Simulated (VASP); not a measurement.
# Cu3Si4Sb (I-42m) in VASP: single point with r2SCAN

Aim: the single point of Cu3Si4Sb with r2SCAN.

Program: VASP 6.6.1. These are calculated values, not measurements. Logs are shortened: lines on timing, memory, paths and dates and some standing lists are left out, and cuts for length are marked.

### 1 The cell of the first run

It takes space group I-42m (No. 121, tetragonal). The conventional cell has a = 5.122 Å, b = 5.122 Å, c = 10.207 Å, α = 90.00°, β = 90.00°, γ = 90.00°. Within 2.9 Å of Cu (site symmetry -42m) lie 4 Si at 2.21 Å. Cu (site symmetry -4) has 4 Si at 2.18 Å within 2.9 Å. Within 3.0 Å of Sb (site symmetry -42m) lie 4 Si at 2.30 Å. Si (site symmetry m) has 3 Cu at 2.18 to 2.21 Å and 1 Sb at 2.30 Å within 2.9 Å.

### 2 Single point, r2SCAN

File POSCAR:

```
Cu3Si4Sb
1.0
    0.0000000000      5.1224070000      0.0000000000
    5.1224070000      0.0000000000      0.0000000000
    2.5612040000      2.5612040000     -5.1034950000
Cu Sb Si
3 1 4
Direct
    0.5000000000      0.5000000000      0.0000000000
    0.7500000000      0.2500000000      0.5000000000
    0.2500000000      0.7500000000      0.5000000000
    0.0000000000      0.0000000000      0.0000000000
    0.6108100000      0.6108100000      0.2625800000
    0.3891900000      0.8733900000      0.7374200000
    0.1266100000      0.1266100000      0.2625800000
    0.8733900000      0.3891900000      0.7374200000
```

File INCAR.step1:

```
PREC = Accurate
ENCUT = 520
ISMEAR = -1
SIGMA = 0.0319
LREAL = F
LASPH = T
NELM = 100
NBANDS = 37
GGA = PE
ALGO = Normal
EDIFF = 1E-4
LWAVE = T
LCHARG = F
```

File INCAR.step2:

```
PREC = Accurate
ENCUT = 520
EDIFF = 1E-7
ISMEAR = -1
SIGMA = 0.0319
LREAL = F
LASPH = T
NELM = 100
ALGO = Normal
ISIF = 2
LWAVE = F
LCHARG = F
METAGGA = R2SCAN
LMIXTAU = T
NBANDS = 37
ISTART = 1
```

File KPOINTS:

```
regular mesh
0
Gamma
  7 7 7
```

Potentials or basis: VASP PAW PBE potentials, release 64 (Cu, Sb, Si).

Command:

```console
$ cat potpaw_PBE.64/Cu/POTCAR potpaw_PBE.64/Sb/POTCAR potpaw_PBE.64/Si/POTCAR > POTCAR
$ cp INCAR.step1 INCAR
$ mpirun -np 1 vasp_std > vasp.out
$ cp INCAR.step2 INCAR
$ mpirun -np 1 vasp_std > vasp.out
```

OUTCAR:

```text
PREC = Accurate
   ENCUT = 520
   EDIFF = 1E-7
   ISMEAR = -1
   LREAL = F
   LASPH = T
   NELM = 100
   ISIF = 2
   METAGGA = R2SCAN
   ISTART = 1

 ion  position               nearest neighbor table
   1  0.500  0.500  0.000-   7 2.21   6 2.21   8 2.21   5 2.21
   2  0.750  0.250  0.500-   6 2.18   7 2.18   5 2.18   8 2.18
   3  0.250  0.750  0.500-   8 2.18   7 2.18   5 2.18   6 2.18
   4  0.000  0.000  0.000-   5 2.30   6 2.30   8 2.30   7 2.30
   5  0.611  0.611  0.263-   2 2.18   3 2.18   1 2.21   4 2.30
   6  0.389  0.873  0.737-   2 2.18   3 2.18   1 2.21   4 2.30
   7  0.127  0.127  0.263-   2 2.18   3 2.18   1 2.21   4 2.30
   8  0.873  0.389  0.737-   3 2.18   2 2.18   1 2.21   4 2.30

  LATTYP: Found a body centered tetragonal cell.
 ALAT       =     5.1224070000
 C/A-ratio  =     1.9926159714

  Lattice vectors:

 A1 = (  -2.5612040000,   2.5612030000,   5.1034950000)
 A2 = (   2.5612030000,  -2.5612040000,   5.1034950000)
 A3 = (   2.5612040000,   2.5612040000,  -5.1034950000)

Analysis of symmetry for initial positions (statically):
=====================================================================
 Subroutine PRICEL returns:
 Original cell was already a primitive cell.

 Routine SETGRP: Setting up the symmetry group for a
 body centered tetragonal supercell.

 Subroutine GETGRP returns: Found  8 space group operations
 (whereof  8 operations were pure point group operations)
 out of a pool of 16 trial point group operations.

The static configuration has the point symmetry D_2d.

Analysis of symmetry for dynamics (positions and initial velocities):
=====================================================================
 Subroutine PRICEL returns:
 Original cell was already a primitive cell.

 Routine SETGRP: Setting up the symmetry group for a
 body centered tetragonal supercell.

 Subroutine GETGRP returns: Found  8 space group operations
 (whereof  8 operations were pure point group operations)
 out of a pool of 16 trial point group operations.

The dynamic configuration has the point symmetry D_2d.

 Subroutine INISYM returns: Found  8 space group operations
 (whereof  8 operations are pure point group operations),
 and found     1 'primitive' translations

----------------------------------------------------------------------------------------

                                     Primitive cell

  volume of cell :     133.9109

  direct lattice vectors                    reciprocal lattice vectors
     0.000000000  5.122407000  0.000000000     0.000000000  0.195220723  0.097972095
     5.122407000  0.000000000  0.000000000     0.195220723  0.000000000  0.097972095
     2.561204000  2.561204000 -5.103495000     0.000000000  0.000000000 -0.195944152

  length of vectors
     5.122407000  5.122407000  6.258210054     0.218425416  0.218425416  0.195944152

  position of ions in fractional coordinates (direct lattice)
     0.500000000  0.500000000  0.000000000
     0.750000000  0.250000000  0.500000000
     0.250000000  0.750000000  0.500000000
     0.000000000  0.000000000  0.000000000
     0.610810000  0.610810000  0.262580000
     0.389190000  0.873390000  0.737420000
     0.126610000  0.126610000  0.262580000
     0.873390000  0.389190000  0.737420000

  ion indices of the primitive-cell ions
   primitive index   ion index
                 1           1
                 2           2
                 3           3
                 4           4
                 5           5
                 6           6
                 7           7
                 8           8

----------------------------------------------------------------------------------------

 KPOINTS: regular mesh

Automatic generation of k-mesh.
 Grid dimensions read from file:
 generate k-points for:    7    7    7

 Generating k-lattice:

  Cartesian coordinates                     Fractional coordinates (reciprocal lattice)
     0.000000000  0.027888675  0.013996014     0.142857143  0.000000000  0.000000000
     0.027888675  0.000000000  0.013996014     0.000000000  0.142857143  0.000000000
     0.000000000  0.000000000 -0.027992022     0.000000000  0.000000000  0.142857143

  Length of vectors
     0.031203631  0.031203631  0.027992022

  Shift w.r.t. Gamma in fractional coordinates (k-lattice)
     0.000000000  0.000000000  0.000000000

 Subroutine IBZKPT returns following result:
 ===========================================

 Found     40 irreducible k-points:

 Following reciprocal coordinates:
            Coordinates               Weight
  0.000000  0.000000  0.000000      1.000000
  0.142857  0.000000 -0.000000      8.000000
  0.285714  0.000000 -0.000000      8.000000
  0.428571  0.000000 -0.000000      8.000000
  0.142857  0.142857 -0.000000      8.000000
  0.285714  0.142857 -0.000000     16.000000
[... 16 lines left out ...]
  0.285714  0.285714  0.142857      8.000000
  0.428571  0.285714  0.142857     16.000000
 [... further k-points ...]
   k-points           NKPTS =     40   k-points in BZ     NKDIM =     40   number of bands    NBANDS=     37
   number of dos      NEDOS =    301   number of ions     NIONS =      8
   total plane-waves  NPLWV =  76800
   dimension x,y,z NGX =    40 NGY =   40 NGZ =   48
   dimension x,y,z NGXF=    80 NGYF=   80 NGZF=   96
   ions per type =               3   1   4
   NGX,Y,Z   is equivalent  to a cutoff of  12.98, 12.98, 12.75 a.u.
   NGXF,Y,Z  is equivalent  to a cutoff of  25.96, 25.96, 25.50 a.u.
 SYSTEM =  unknown system
   PREC   = accura    normal or accurate (medium, high low for compatibility)
   ISTART =      1    job   : 0-new  1-cont  2-samecut
   ICHARG =      0    charge: 1-file 2-atom 10-const
   ISPIN  =      1    spin polarized calculation?
   LNONCOLLINEAR =      F non collinear calculations
   LSORBIT =      F    spin-orbit coupling
   LASPH  =      T    aspherical Exc in radial PAW
   ENCUT  =  520.0 eV  38.22 Ry    6.18 a.u.   9.52  9.52 11.64*2*pi/ulx,y,z
   NELM   =    100;   NELMIN=  2; NELMDL=  0     # of ELM steps
   EDIFF  = 0.1E-06   stopping-criterion for ELM
   LREAL  =      F    real-space projection
   EDIFFG = 0.1E-05   stopping-criterion for IOM
   NSW    =      0    number of steps for IOM
   IBRION =     -1    ionic relax: 0-MD 1-quasi-New 2-CG
   NFREE  =      0    steps in history (QN), initial steepest desc. (CG)
   ISIF   =      2    stress and relaxation
   ISYM   =      2    0-nonsym 1-usesym 2-fastsym
   POTIM  = 0.5000    time-step for ionic-motion
   TEBEG  =    0.0;   TEEND  =   0.0 temperature during run
   PSTRESS=    0.0 pullay stress
   NELECT =      54.0000    total number of electrons
   NUPDOWN=      -1.0000    fix difference up-down
   EMIN   =  10.00;   EMAX   =-10.00  energy-range for DOS
   EFERMI =   0.00;   METHOD = LEGACY
   ISMEAR =    -1;   SIGMA  =   0.03  broadening in eV -4-tet -1-fermi 0-gaus
   EFERMI_NEDOS =   21; number of points for ismear=-14 and -15
   IALGO  =     38    algorithm
   IMIX   =      4    mixing-type and parameters
     AMIX     =   0.40;   BMIX     =  1.00
     AMIX_MAG =   1.60;   BMIX_MAG =  1.00
  volume/ion in A,a.u.               =      16.74       112.96
  Fermi-wavevector in a.u.,A,eV,Ry     =   1.209486  2.285597 19.903365  1.462856
  Thomas-Fermi vector in A             =   2.345062
   LORBIT       =      0    0 simple, 1 ext, 2 COOP (PROOUT), +10 PAW based schemes
   METAGGA = R2SCAN    functional components
   LHFCALC =     F    Hartree Fock is set to
   AEXX    =    0.0000 exact exchange contribution
   IVDW    =     0    specifies the selected vdW correction
   LEPSILON=     F    determine dielectric tensor
   LRPA    =     F    only Hartree local field effects (RPA)
 non-spin polarized calculation
  energy-cutoff  :      520.00
  volume of cell :      133.91
 maximum number of plane-waves:      3631
 NGX is ok and might be reduce to    40
   NGX = 19   NGY = 19   NGZ = 23

 number of electron      53.9999993 magnetization

 Free energy of the ion-electron system (eV)
  ---------------------------------------------------
  ext. energy  EPLUGINS =         0.00000000
  ---------------------------------------------------
  free energy    TOTEN  =       -86.19263147 eV

  energy without entropy =      -86.17636146  energy(sigma->0) =      -86.18449647

 E-fermi :   7.1494     XC(G=0): -11.2660

 val. band max:        7.1493065460   @ k =   0.4286   0.1429   0.0000
 cond. band min:       7.1527278642   @ k =  -0.1429  -0.4286   0.1429
 fundamental gap:      0.0034213181
 Fermi energy:         7.1493635281

 k-point     1 :       0.0000    0.0000    0.0000
  band No.  band energies     occupation
      1      -6.3012      2.00000
      2      -1.1465      2.00000
      3      -1.0417      2.00000
      4      -1.0417      2.00000
      5      -1.0366      2.00000
      6       1.5456      2.00000
[... 29 lines left out ...]
     36      12.6428      0.00000
     37      14.1955      0.00000

 k-point     2 :       0.1429    0.0000   -0.0000
  band No.  band energies     occupation
      1      -6.2075      2.00000
      2      -1.8146      2.00000
      3      -1.2166      2.00000
      4      -1.1455      2.00000
      5      -0.3094      2.00000
      6       1.5772      2.00000
[... 29 lines left out ...]
     36      13.1005      0.00000
     37      13.5751      0.00000

 k-point     3 :       0.2857    0.0000   -0.0000
  band No.  band energies     occupation
      1      -5.9622      2.00000
      2      -2.5223      2.00000
      3      -1.4200      2.00000
      4      -1.3858      2.00000
      5       0.2862      2.00000
      6       1.6577      2.00000
[... 29 lines left out ...]
     36      13.3868      0.00000
     37      13.8100      0.00000
[... 761 lines left out ...]
 k-point    23 :       0.2857    0.2857    0.1429
  band No.  band energies     occupation
      1      -5.7369      2.00000
      2      -2.5715      2.00000
      3      -1.7658      2.00000
      4      -1.4521      2.00000
      5       0.3514      2.00000
      6       1.4760      2.00000
[... 29 lines left out ...]
     36      13.5308      0.00000
     37      14.2610      0.00000

 k-point    24 :       0.4286    0.2857    0.1429
  band No.  band energies     occupation
      1      -5.5416      2.00000
      2      -2.7292      2.00000
      3      -1.9620      2.00000
      4      -1.6346      2.00000
      5       0.4920      2.00000
      6       1.3071      2.00000
[... 29 lines left out ...]
     36      13.7081      0.00000
     37      14.0912      0.00000

 [... further k-points ...]
[... 5 lines left out ...]
  --------------------------------------------------------------------------------------
  -------------------------------------------------------------------------------------
  Total       21.5618439     21.5618439     20.9854149      0.0000000     -0.0000021     -0.0000021
  in kB      257.9767829    257.9767829    251.0800946      0.0000000     -0.0000246     -0.0000246
  external PRESSURE =     255.6778868 kB  Pullay stress =       0.0000000 kB

 VOLUME and BASIS-vectors are now :
 -----------------------------------------------------------------------------
  energy-cutoff  :      520.00
  volume of cell :      133.91
      direct lattice vectors                 reciprocal lattice vectors
     0.000000000  5.122407000  0.000000000     0.000000000  0.195220723  0.097972095
     5.122407000  0.000000000  0.000000000     0.195220723  0.000000000  0.097972095
     2.561204000  2.561204000 -5.103495000     0.000000000  0.000000000 -0.195944152

 POSITION                                       TOTAL-FORCE (eV/Angst)
 -----------------------------------------------------------------------------------
      2.56120      2.56120      0.00000         0.000000     -0.000000      0.000000
      2.56120      5.12241     -2.55175        -0.000000      0.000000      0.000000
      5.12241      2.56120     -2.55175         0.000000     -0.000000      0.000000
      0.00000      0.00000      0.00000         0.000000      0.000000      0.000000
      3.80134      3.80134     -1.34008        -1.797113     -1.797113     -1.373729
      6.36254      3.88227     -3.76342        -1.797114      1.797113      1.373729
      1.32107      1.32107     -1.34008         1.797114      1.797114     -1.373729
      3.88227      6.36254     -3.76342         1.797113     -1.797114      1.373729
 -----------------------------------------------------------------------------------
    total drift:                               -0.000381     -0.000381      0.000578

  FREE ENERGIE OF THE ION-ELECTRON SYSTEM (eV)
  ---------------------------------------------------
  free  energy   TOTEN  =       -86.1926314719 eV

  energy  without entropy=      -86.1763614586  energy(sigma->0) =      -86.18449647
```

Wall time 17 min (1 thread of AMD EPYC 7R43 (Zen 3), shared host); peak memory 0.37 GiB.

Results:

| Item | Value |
| --- | --- |
| Free energy | -86.1926 eV |
| Pressure | 25.6 GPa |
| Largest force | 2.889 eV/Å |
| Band gap on the k mesh | zero (bands 27 and 28 overlap by 2.04 eV) |

Forces on the atoms (eV/Å):
```
Cu   0.000  0.000  0.000
Cu   0.000  0.000  0.000
Cu   0.000  0.000  0.000
Sb   0.000  0.000  0.000
Si  -1.797 -1.797 -1.374
Si  -1.797  1.797  1.374
Si   1.797  1.797 -1.374
Si   1.797 -1.797  1.374
```

Stress tensor (GPa, compression positive):
```
25.80  0.00  0.00
 0.00 25.80  0.00
 0.00  0.00 25.11
```

Caveat: the cell stands under pressure; the PAW data sets were made with another functional, which shifts forces and pressure a little; spin-orbit coupling is left out, which moves the levels of the heavy elements.
